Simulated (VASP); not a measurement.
Runs of VASP 6.6.1 on HfN (lda). The structure is that of space group Fm-3m (No. 225), or close to it. The cells are those of the table. 

```csv
task,cell,k mesh,cutoff (eV),smearing,ions in elastic constants,gap on the mesh (eV),pressure (GPa),relaxed volume (Å³/atom)
relaxation of cell and atoms,"relaxed from a = 3.190 Å, angles 60.0°, 2 atoms",16 × 16 × 16,600,gaussian 0.1 eV,-,none,0.0,(a)
relaxation of cell and atoms,"relaxed from a = 3.160 Å, angles 60.0°, 2 atoms",16 × 16 × 16,600,fermi-dirac 0.15 eV,-,none,0.0,11.11
single point,"a = 3.160 Å, angles 60.0°, 2 atoms",16 × 16 × 16,520,fermi-dirac 0.15 eV,-,none,-1.3,-
single point,"a = 3.190 Å, angles 60.0°, 2 atoms",8 × 8 × 8,520,gaussian 0.1 eV,-,none,-9.3,-
single point,"a = 3.160 Å, angles 60.0°, 2 atoms",16 × 16 × 16,520,gaussian 0.1 eV,-,none,-1.3,-
```

Alike in all rows: level LDA; potentials or basis VASP PAW LDA potentials, release 64 (Hf_pv, N); no spin polarisation.

Question: Fill in the values left out.

Answer: (a) 11.10.

Caveats: spin-orbit coupling is left out, which moves the levels of the heavy elements.

A k mesh can miss the band edges, and the runs leave out spin-orbit coupling on Hf.

A gap of «none» marks levels without a gap at the run's occupations.
